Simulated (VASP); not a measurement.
# Ga (Im-3m) in VASP: a series of runs

Runs on Ga. Level: PBEsol. Tasks: single point.

Everything below comes from runs of VASP 6.6.1. Logs are shortened: lines on timing, memory, paths and dates and some standing lists are left out, and cuts for length are marked.

### Step 1. The cell of the first run

The structure is cubic, space group Im-3m (No. 229). Conventional cell: a = 3.245 Å, b = 3.245 Å, c = 3.245 Å, α = 90.00°, β = 90.00°, γ = 90.00°. Ga (site symmetry m-3m) has 14 Ga at 2.81 to 3.25 Å within 3.7 Å.

### Step 2. Single point, PBEsol (volume scaled by 0.95)

The input, INCAR:

```
SYSTEM = Ga
PREC = Accurate
ENCUT = 520
EDIFF = 1E-7
ISMEAR = -1
SIGMA = 0.05
LREAL = .FALSE.
LASPH = .TRUE.
NELM = 60
ALGO = Normal
ISIF = 2
LWAVE = .FALSE.
LCHARG = .FALSE.
GGA = PS
NBANDS = 12
```

The input, KPOINTS:

```
regular mesh
0
G
  16 16 16
  0 0 0
```

The input, POSCAR:

```
Ga
1.0
   -1.6226855795      1.6226855795      1.6226855795
    1.6226855795     -1.6226855795      1.6226855795
    1.6226855795      1.6226855795     -1.6226855795
Ga
1
Direct
    0.0000000000      0.0000000000      0.0000000000
```

Potentials or basis: VASP PAW PBE potentials, release 64 (Ga_d).

Run with:

```bash
$ cat potpaw_PBE.64/Ga_d/POTCAR > POTCAR
$ mpirun -np 1 vasp_std > vasp.out
```

OUTCAR:

```text
SYSTEM = Ga
   PREC = Accurate
   ENCUT = 520
   EDIFF = 1E-7
   ISMEAR = -1
   LREAL = .FALSE.
   LASPH = .TRUE.
   NELM = 60
   ISIF = 2
   GGA = PS

 ion  position               nearest neighbor table
   1  0.000  0.000  0.000-

  LATTYP: Found a body centered cubic cell.
 ALAT       =     3.2453711590

  Lattice vectors:

 A1 = (  -1.6226855795,   1.6226855795,   1.6226855795)
 A2 = (   1.6226855795,  -1.6226855795,   1.6226855795)
 A3 = (   1.6226855795,   1.6226855795,  -1.6226855795)

Analysis of symmetry for initial positions (statically):
=====================================================================
 Subroutine PRICEL returns:
 Original cell was already a primitive cell.

 Routine SETGRP: Setting up the symmetry group for a
 body centered cubic supercell.

 Subroutine GETGRP returns: Found 48 space group operations
 (whereof 48 operations were pure point group operations)
 out of a pool of 48 trial point group operations.

The static configuration has the point symmetry O_h .

Analysis of symmetry for dynamics (positions and initial velocities):
=====================================================================
 Subroutine PRICEL returns:
 Original cell was already a primitive cell.

 Routine SETGRP: Setting up the symmetry group for a
 body centered cubic supercell.

 Subroutine GETGRP returns: Found 48 space group operations
 (whereof 48 operations were pure point group operations)
 out of a pool of 48 trial point group operations.

The dynamic configuration has the point symmetry O_h .

 Subroutine INISYM returns: Found 48 space group operations
 (whereof 48 operations are pure point group operations),
 and found     1 'primitive' translations

----------------------------------------------------------------------------------------

                                     Primitive cell

  volume of cell :      17.0908

  direct lattice vectors                    reciprocal lattice vectors
    -1.622685579  1.622685579  1.622685579     0.000000000  0.308131166  0.308131166
     1.622685579 -1.622685579  1.622685579     0.308131166  0.000000000  0.308131166
     1.622685579  1.622685579 -1.622685579     0.308131166  0.308131166  0.000000000

  length of vectors
     2.810573868  2.810573868  2.810573868     0.435763274  0.435763274  0.435763274

  position of ions in fractional coordinates (direct lattice)
     0.000000000  0.000000000  0.000000000

  ion indices of the primitive-cell ions
   primitive index   ion index
                 1           1

----------------------------------------------------------------------------------------

 KPOINTS: regular mesh

Automatic generation of k-mesh.
 Grid dimensions read from file:
 generate k-points for:   16   16   16

 Generating k-lattice:

  Cartesian coordinates                     Fractional coordinates (reciprocal lattice)
     0.000000000  0.019258198  0.019258198     0.062500000  0.000000000  0.000000000
     0.019258198  0.000000000  0.019258198     0.000000000  0.062500000  0.000000000
     0.019258198  0.019258198  0.000000000     0.000000000  0.000000000  0.062500000

  Length of vectors
     0.027235205  0.027235205  0.027235205

  Shift w.r.t. Gamma in fractional coordinates (k-lattice)
     0.000000000  0.000000000  0.000000000

 Subroutine IBZKPT returns following result:
 ===========================================

 Found    145 irreducible k-points:

 Following reciprocal coordinates:
            Coordinates               Weight
  0.000000  0.000000  0.000000      1.000000
  0.062500  0.000000  0.000000     12.000000
  0.125000  0.000000  0.000000     12.000000
  0.187500  0.000000  0.000000     12.000000
  0.250000  0.000000  0.000000     12.000000
  0.312500  0.000000  0.000000     12.000000
[... 16 lines left out ...]
  0.187500  0.187500  0.000000     24.000000
  0.250000  0.187500 -0.000000     48.000000
 [... further k-points ...]
   k-points           NKPTS =    145   k-points in BZ     NKDIM =    145   number of bands    NBANDS=     12
   number of dos      NEDOS =    301   number of ions     NIONS =      1
   total plane-waves  NPLWV =  13824
   dimension x,y,z NGX =    24 NGY =   24 NGZ =   24
   dimension x,y,z NGXF=    48 NGYF=   48 NGZF=   48
   ions per type =               1
   NGX,Y,Z   is equivalent  to a cutoff of  14.20, 14.20, 14.20 a.u.
   NGXF,Y,Z  is equivalent  to a cutoff of  28.39, 28.39, 28.39 a.u.
 SYSTEM =  Ga
   PREC   = accura    normal or accurate (medium, high low for compatibility)
   ISTART =      0    job   : 0-new  1-cont  2-samecut
   ICHARG =      2    charge: 1-file 2-atom 10-const
   ISPIN  =      1    spin polarized calculation?
   LNONCOLLINEAR =      F non collinear calculations
   LSORBIT =      F    spin-orbit coupling
   LASPH  =      T    aspherical Exc in radial PAW
   ENCUT  =  520.0 eV  38.22 Ry    6.18 a.u.   5.23  5.23  5.23*2*pi/ulx,y,z
   NELM   =     60;   NELMIN=  2; NELMDL= -5     # of ELM steps
   EDIFF  = 0.1E-06   stopping-criterion for ELM
   LREAL  =      F    real-space projection
   EDIFFG = 0.1E-05   stopping-criterion for IOM
   NSW    =      0    number of steps for IOM
   IBRION =     -1    ionic relax: 0-MD 1-quasi-New 2-CG
   NFREE  =      0    steps in history (QN), initial steepest desc. (CG)
   ISIF   =      2    stress and relaxation
   ISYM   =      2    0-nonsym 1-usesym 2-fastsym
   POTIM  = 0.5000    time-step for ionic-motion
   TEBEG  =    0.0;   TEEND  =   0.0 temperature during run
   PSTRESS=    0.0 pullay stress
   NELECT =      13.0000    total number of electrons
   NUPDOWN=      -1.0000    fix difference up-down
   EMIN   =  10.00;   EMAX   =-10.00  energy-range for DOS
   EFERMI =   0.00;   METHOD = LEGACY
   ISMEAR =    -1;   SIGMA  =   0.05  broadening in eV -4-tet -1-fermi 0-gaus
   EFERMI_NEDOS =   21; number of points for ismear=-14 and -15
   IALGO  =     38    algorithm
   IMIX   =      4    mixing-type and parameters
     AMIX     =   0.40;   BMIX     =  1.00
     AMIX_MAG =   1.60;   BMIX_MAG =  1.00
  volume/ion in A,a.u.               =      17.09       115.33
  Fermi-wavevector in a.u.,A,eV,Ry     =   1.494405  2.824016 30.385151  2.233246
  Thomas-Fermi vector in A             =   2.606682
   LORBIT       =      0    0 simple, 1 ext, 2 COOP (PROOUT), +10 PAW based schemes
   GGA     = PS    functional components
   LHFCALC =     F    Hartree Fock is set to
   AEXX    =    0.0000 exact exchange contribution
   IVDW    =     0    specifies the selected vdW correction
   LEPSILON=     F    determine dielectric tensor
   LRPA    =     F    only Hartree local field effects (RPA)
 non-spin polarized calculation
  energy-cutoff  :      520.00
  volume of cell :       17.09
 maximum number of plane-waves:       474
 NGX is ok and might be reduce to    24
   NGX = 11   NGY = 11   NGZ = 11

 number of electron      12.9999998 magnetization

 Free energy of the ion-electron system (eV)
  ---------------------------------------------------
  ext. energy  EPLUGINS =         0.00000000
  ---------------------------------------------------
  free energy    TOTEN  =        -3.29956121 eV

  energy without entropy =       -3.29474606  energy(sigma->0) =       -3.29715364

 E-fermi :   6.3652     XC(G=0): -11.6578

 val. band max:        6.3437020798   @ k =   0.3125   0.0625   0.0625
 cond. band min:       6.4007915647   @ k =  -0.3750   0.4375   0.1875
 fundamental gap:      0.0570894849
 Fermi energy:         6.3651782043

 k-point     1 :       0.0000    0.0000    0.0000
  band No.  band energies     occupation
      1      -8.6089      2.00000
      2      -8.6089      2.00000
      3      -8.6089      2.00000
      4      -8.3703      2.00000
      5      -8.3703      2.00000
      6      -5.4737      2.00000
      7      20.1742      0.00000
      8      20.1742      0.00000
      9      20.1742      0.00000
     10      24.5807      0.00000
     11      24.5807      0.00000
     12      24.5808      0.00000

 k-point     2 :       0.0625    0.0000    0.0000
  band No.  band energies     occupation
      1      -8.6131      2.00000
      2      -8.6062      2.00000
      3      -8.5948      2.00000
      4      -8.3746      2.00000
      5      -8.3703      2.00000
      6      -5.3595      2.00000
      7      19.0261      0.00000
      8      19.5496      0.00000
      9      19.9456      0.00000
     10      22.9612      0.00000
     11      23.1426      0.00000
     12      24.2221      0.00000

 k-point     3 :       0.1250    0.0000    0.0000
  band No.  band energies     occupation
      1      -8.6253      2.00000
      2      -8.6012      2.00000
      3      -8.5543      2.00000
      4      -8.3859      2.00000
      5      -8.3702      2.00000
      6      -5.0146      2.00000
      7      16.5264      0.00000
      8      18.3406      0.00000
      9      19.3124      0.00000
     10      21.8189      0.00000
     11      21.8538      0.00000
     12      23.9952      0.00000
[... 286 lines left out ...]
 k-point    23 :       0.1875    0.1875    0.0000
  band No.  band energies     occupation
      1      -8.6691      2.00000
      2      -8.6037      2.00000
      3      -8.4142      2.00000
      4      -8.4034      2.00000
      5      -8.3509      2.00000
      6      -2.3256      2.00000
      7       9.9785      0.00000
      8      11.0453      0.00000
      9      15.6294      0.00000
     10      21.7613      0.00000
     11      22.0464      0.00000
     12      26.3014      0.00000

 k-point    24 :       0.2500    0.1875   -0.0000
  band No.  band energies     occupation
      1      -8.6821      2.00000
      2      -8.6045      2.00000
      3      -8.4081      2.00000
      4      -8.4019      2.00000
      5      -8.3235      2.00000
      6      -1.1555      2.00000
      7       7.9285      0.00000
      8       9.9728      0.00000
      9      15.0116      0.00000
     10      21.3961      0.00000
     11      22.8876      0.00000
     12      26.5432      0.00000

 [... further k-points ...]
[... 5 lines left out ...]
  --------------------------------------------------------------------------------------
  -------------------------------------------------------------------------------------
  Total        0.3658767      0.3658767      0.3658767     -0.0000000      0.0000000      0.0000000
  in kB       34.2990573     34.2990573     34.2990573     -0.0000000      0.0000000      0.0000000
  external PRESSURE =      34.2990573 kB  Pullay stress =       0.0000000 kB

 VOLUME and BASIS-vectors are now :
 -----------------------------------------------------------------------------
  energy-cutoff  :      520.00
  volume of cell :       17.09
      direct lattice vectors                 reciprocal lattice vectors
    -1.622685579  1.622685579  1.622685579     0.000000000  0.308131166  0.308131166
     1.622685579 -1.622685579  1.622685579     0.308131166  0.000000000  0.308131166
     1.622685579  1.622685579 -1.622685579     0.308131166  0.308131166  0.000000000

 POSITION                                       TOTAL-FORCE (eV/Angst)
 -----------------------------------------------------------------------------------
      0.00000      0.00000      0.00000         0.000000     -0.000000      0.000000
 -----------------------------------------------------------------------------------
    total drift:                               -0.000000      0.000000      0.000000

  FREE ENERGIE OF THE ION-ELECTRON SYSTEM (eV)
  ---------------------------------------------------
  free  energy   TOTEN  =        -3.2995612060 eV

  energy  without entropy=       -3.2947460641  energy(sigma->0) =       -3.29715364
```

Run time: 15 s. Hardware: 1 thread of Intel Xeon Platinum 8488C (Sapphire Rapids), shared host; peak memory 0.15 GiB.

Results:

- Free energy: -3.2996 eV
- Pressure: 3.4 GPa

Levels at points of the mesh, in eV from the Fermi level:
| k point | band 3 | band 4 | band 5 | band 6 | band 7 | band 8 | band 9 | band 10 |
| --- | --- | --- | --- | --- | --- | --- | --- | --- |
| (0.00, 0.00, 0.00) | -14.97 | -14.74 | -14.74 | -11.84 | 13.81 | 13.81 | 13.81 | 18.22 |
| (0.50, 0.00, 0.00) | -14.75 | -14.73 | -14.59 | -4.52 | -4.21 | 7.59 | 9.62 | 12.01 |
| (0.50, 0.50, 0.50) | -14.62 | -14.62 | -14.62 | 1.64 | 1.64 | 1.64 | 2.31 | 5.88 |

Caveat: the cell differs from its parent crystal (volume scaled by 0.95); the PAW data sets were made with another functional, which shifts forces and pressure a little.

### Step 3. Single point, PBEsol

This run uses another cell than the first one, of 17.99 Å³/atom, 1.053 times its volume.

The input, INCAR:

```
SYSTEM = Ga
PREC = Accurate ; ENCUT = 520
EDIFF = 1E-6 ; ISMEAR = -1
SIGMA = 0.05 ; LREAL = .False.
LASPH = .True. ; NELM = 100
ALGO = Normal ; ISIF = 2
LWAVE = .False. ; LCHARG = .False.
GGA = PS ; NBANDS = 12
```

The input, KPOINTS:

```
regular mesh
0
Gamma
  16 16 16
  0 0 0
```

The input, POSCAR:

```
Ga
1.0
   -1.6506684162      1.6506684162      1.6506684162
    1.6506684162     -1.6506684162      1.6506684162
    1.6506684162      1.6506684162     -1.6506684162
Ga
1
Direct
    0.0000000000      0.0000000000      0.0000000000
```

Potentials or basis: VASP PAW PBE potentials, release 64 (Ga_d).

Run with:

```bash
$ cat potpaw_PBE.64/Ga_d/POTCAR > POTCAR
$ mpirun -np 1 vasp_std > vasp.out
```

Run time: 14 s. Hardware: 1 thread of Intel Xeon Platinum 8488C (Sapphire Rapids), shared host; peak memory 0.15 GiB.

It converged, with:

```
Free energy : -3.3090 eV
Pressure    : 0.0 GPa
```

Levels at points of the mesh, in eV from the Fermi level:
| k point | band 2 | band 3 | band 4 | band 5 | band 6 | band 7 | band 8 | band 9 | band 10 | band 11 |
| --- | --- | --- | --- | --- | --- | --- | --- | --- | --- | --- |
| (0.00, 0.00, 0.00) | -14.91 | -14.91 | -14.70 | -14.70 | -11.42 | 13.14 | 13.14 | 13.14 | 17.66 | 17.66 |
| (0.50, 0.00, 0.00) | -14.99 | -14.71 | -14.70 | -14.57 | -4.51 | -3.96 | 7.28 | 9.31 | 11.71 | 12.19 |
| (0.50, 0.50, 0.50) | -15.03 | -14.60 | -14.60 | -14.60 | 1.62 | 1.62 | 1.62 | 1.85 | 5.82 | 5.82 |

Caveat: the PAW data sets were made with another functional, which shifts forces and pressure a little.
